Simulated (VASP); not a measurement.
# KTaO3 (Pm-3m) in VASP: further runs, part 2 of 2

VASP 6.6.1. Earlier steps stand in the parts before.

## 3. Single point, HSE06 (strain +2.0%)

POSCAR

```
KTaO3
1.0
    4.0699337251      0.0000000000      0.0000000000
    0.0000000000      4.0699337251      0.0000000000
    0.0000000000      0.0000000000      4.0699337251
K Ta O
1 1 3
Direct
    0.0000000000      0.0000000000      0.0000000000
    0.5000000000      0.5000000000      0.5000000000
    0.5000000000      0.5000000000      0.0000000000
    0.5000000000      0.0000000000      0.5000000000
    0.0000000000      0.5000000000      0.5000000000
```

INCAR.step1

```
SYSTEM = KTaO3
PREC     = Accurate       ! precision mode
ENCUT    = 520            ! plane-wave cutoff, eV
EDIFF    = 1E-5           ! SCF threshold, eV
ISMEAR   = 0              ! smearing method
SIGMA    = 0.01           ! smearing width, eV
LREAL    = .False.        ! projectors in reciprocal space
LASPH    = .True.         ! aspherical terms in the spheres
NELM     = 60             ! most SCF steps
ALGO     = Normal         ! electronic algorithm
ISIF     = 2              ! what is computed and relaxed
LWAVE    = .True.         ! write WAVECAR
LCHARG   = .False.        ! write CHGCAR
GGA      = PE             ! functional
NBANDS   = 27             ! bands
LUSENCCL = .False.
```

INCAR.step2

```
SYSTEM = KTaO3
PREC     = Accurate       ! precision mode
ENCUT    = 520            ! plane-wave cutoff, eV
EDIFF    = 1E-7           ! SCF threshold, eV
ISMEAR   = 0              ! smearing method
SIGMA    = 0.01           ! smearing width, eV
LREAL    = .False.        ! projectors in reciprocal space
LASPH    = .True.         ! aspherical terms in the spheres
NELM     = 60             ! most SCF steps
ALGO     = Normal         ! electronic algorithm
ISIF     = 2              ! what is computed and relaxed
LWAVE    = .False.        ! write WAVECAR
LCHARG   = .False.        ! write CHGCAR
GGA      = PE             ! functional
LHFCALC  = .True.         ! exact exchange
HFSCREEN = 0.2079         ! screening, 1/A
PRECFOCK = Fast         
ISTART   = 1            
NBANDS   = 27             ! bands
LUSENCCL = .False.
```

KPOINTS

```
Automatic mesh
0
Gamma
  4 4 4
  0 0 0
```

Potentials or basis: VASP PAW PBE potentials, release 64 (K_sv, Ta_pv, O).

Run with:

```console
cat potpaw_PBE.64/K_sv/POTCAR potpaw_PBE.64/Ta_pv/POTCAR potpaw_PBE.64/O/POTCAR > POTCAR
cp INCAR.step1 INCAR
mpirun -np 1 vasp_std > vasp.out
cp INCAR.step2 INCAR
mpirun -np 1 vasp_std > vasp.out
```

Wall time 12 min (1 × NVIDIA H100 80GB with 1 thread of AMD EPYC 7R13 (Zen 3), shared host); peak memory 1.2 GiB.

The run converged. Its results:

* Free energy: -49.2175 eV
* Pressure: -11.3 GPa
* Band gap on the k mesh: 3.31 eV (least direct gap 3.97 eV)

Levels at points of the mesh, in eV from the valence-band top:
| k point | band 16 | band 17 | band 18 | band 19 | band 20 | band 21 | band 22 | band 23 |
| --- | --- | --- | --- | --- | --- | --- | --- | --- |
| (0.00, 0.00, 0.00) | -1.04 | -0.66 | -0.66 | -0.66 | 3.31 | 3.31 | 3.31 | 7.48 |
| (0.50, 0.00, 0.00) | -2.15 | -1.45 | -0.88 | -0.88 | 3.45 | 6.10 | 6.10 | 7.51 |
| (0.50, 0.50, 0.00) | -1.92 | -1.47 | -1.47 | -0.03 | 6.13 | 6.13 | 7.47 | 8.41 |
| (0.50, 0.50, 0.50) | -4.00 | 0.00 | 0.00 | 0.00 | 7.58 | 7.58 | 7.58 | 10.53 |

Caveat: the cell differs from its parent crystal (strain +2.0%); the cell stands under tension; the PAW data sets were made with another functional, which shifts forces and pressure a little; spin-orbit coupling is left out, which moves the levels of the heavy elements. A k mesh can miss the band edges.

## 4. Single point, HSE06 (strain +4.0%)

POSCAR: that of step 3 with these lines changed.

```diff
@@ -2,5 +2,5 @@
 1.0
-    4.0699337251      0.0000000000      0.0000000000
-    0.0000000000      4.0699337251      0.0000000000
-    0.0000000000      0.0000000000      4.0699337251
+    4.1497363471      0.0000000000      0.0000000000
+    0.0000000000      4.1497363471      0.0000000000
+    0.0000000000      0.0000000000      4.1497363471
 K Ta O
```

INCAR.step1

```
ALGO = Normal
EDIFF = 1E-5
ENCUT = 520
GGA = PE
ISIF = 2
ISMEAR = 0
LASPH = T
LCHARG = F
LREAL = F
LUSENCCL = F
LWAVE = T
NBANDS = 27
NELM = 60
PREC = Accurate
SIGMA = 0.01
```

INCAR.step2

```
ALGO = Normal
EDIFF = 1E-6
ENCUT = 520
GGA = PE
HFSCREEN = 0.2079
ISIF = 2
ISMEAR = 0
ISTART = 1
LASPH = T
LCHARG = F
LHFCALC = T
LREAL = F
LUSENCCL = F
LWAVE = F
NBANDS = 27
NELM = 60
PREC = Accurate
PRECFOCK = Fast
SIGMA = 0.01
```

KPOINTS

```
k-points
0
Gamma
  4 4 4
```

Potentials or basis: VASP PAW PBE potentials, release 64 (K_sv, Ta_pv, O).

Run with:

```console
cat potpaw_PBE.64/K_sv/POTCAR potpaw_PBE.64/Ta_pv/POTCAR potpaw_PBE.64/O/POTCAR > POTCAR
cp INCAR.step1 INCAR
mpirun -np 1 vasp_std > vasp.out
cp INCAR.step2 INCAR
mpirun -np 1 vasp_std > vasp.out
```

OUTCAR:

```text
EDIFF = 1E-6
   ENCUT = 520
   GGA = PE
   HFSCREEN = 0.2079
   ISIF = 2
   ISMEAR = 0
   ISTART = 1
   LASPH = T
   LHFCALC = T
   LREAL = F
   NELM = 60
   PREC = Accurate
   PRECFOCK = Fast

 ion  position               nearest neighbor table
   1  0.000  0.000  0.000-   2 3.59   2 3.59   2 3.59   2 3.59   2 3.59   2 3.59   2 3.59   2 3.59

   2  0.500  0.500  0.500-   3 2.07   4 2.07   5 2.07   3 2.07   4 2.07   5 2.07   1 3.59   1 3.59
[... 499 lines left out ...]
  --------------------------------------------------------------------------------------
  -------------------------------------------------------------------------------------
  Total       -8.6956588     -8.6956588     -8.6956588      0.0000000     -0.0000000     -0.0000000
  in kB     -194.9627133   -194.9627133   -194.9627133      0.0000000     -0.0000000     -0.0000000
  external PRESSURE =    -194.9627133 kB  Pullay stress =       0.0000000 kB

 VOLUME and BASIS-vectors are now :
 -----------------------------------------------------------------------------
  energy-cutoff  :      520.00
  volume of cell :       71.46
      direct lattice vectors                 reciprocal lattice vectors
     4.149736347  0.000000000  0.000000000     0.240979165  0.000000000  0.000000000
     0.000000000  4.149736347  0.000000000     0.000000000  0.240979165  0.000000000
     0.000000000  0.000000000  4.149736347     0.000000000  0.000000000  0.240979165

 POSITION                                       TOTAL-FORCE (eV/Angst)
 -----------------------------------------------------------------------------------
      0.00000      0.00000      0.00000         0.000000      0.000000      0.000000
      2.07487      2.07487      2.07487         0.000000      0.000000      0.000000
      2.07487      2.07487      0.00000         0.000000      0.000000      0.000000
      2.07487      0.00000      2.07487         0.000000      0.000000      0.000000
      0.00000      2.07487      2.07487         0.000000      0.000000      0.000000
 -----------------------------------------------------------------------------------
    total drift:                                0.000000      0.000000      0.000000

  FREE ENERGIE OF THE ION-ELECTRON SYSTEM (eV)
  ---------------------------------------------------
  free  energy   TOTEN  =       -48.8264246828 eV

  energy  without entropy=      -48.8264246828  energy(sigma->0) =      -48.82642468
```

OUTCAR.step1:

```text
EDIFF = 1E-5
   ENCUT = 520
   GGA = PE
   ISIF = 2
[... 519 lines left out ...]
      2.07487      2.07487      2.07487         0.000000      0.000000      0.000000
      2.07487      2.07487      0.00000         0.000000      0.000000      0.000000
      2.07487      0.00000      2.07487         0.000000      0.000000      0.000000
      0.00000      2.07487      2.07487         0.000000      0.000000      0.000000
 -----------------------------------------------------------------------------------
    total drift:                                0.000000     -0.000000     -0.000000

  FREE ENERGIE OF THE ION-ELECTRON SYSTEM (eV)
  ---------------------------------------------------
  free  energy   TOTEN  =       -40.7677080222 eV

  energy  without entropy=      -40.7677080222  energy(sigma->0) =      -40.76770802
```

Run time: 8.6 min. Hardware: 1 × NVIDIA H100 80GB with 1 thread of AMD EPYC 7R13 (Zen 3), shared host; peak memory 1.3 GiB.

Results:

- Free energy: -48.8264 eV
- Pressure: -19.5 GPa
- Band gap on the k mesh: 3.13 eV (least direct gap 3.79 eV)

Caveat: the cell differs from its parent crystal (strain +4.0%); the cell stands under tension; the PAW data sets were made with another functional, which shifts forces and pressure a little; spin-orbit coupling is left out, which moves the levels of the heavy elements.

## 5. The runs side by side

| cell | gap on the mesh (eV) | pressure (GPa) |
| --- | --- | --- |
| a = 3.950 Å, 5 atoms | 3.56 | 6.6 |
| a = 4.070 Å, 5 atoms | 3.31 | -11.3 |
| a = 4.150 Å, 5 atoms | 3.13 | -19.5 |

Alike in all rows: task single point; level HSE06; potentials or basis VASP PAW PBE potentials, release 64 (K_sv, Ta_pv, O); no spin polarisation; k mesh 4 × 4 × 4; cutoff (eV) 520; smearing gaussian 0.01 eV.

Caveats: the PAW data sets were made with another functional, which shifts forces and pressure a little; spin-orbit coupling is left out, which moves the levels of the heavy elements; the cell stands under tension (at least some runs); the cell stands under pressure (at least some runs).

Total energies depend on the potentials used, so only differences within one code and one set of settings carry meaning.
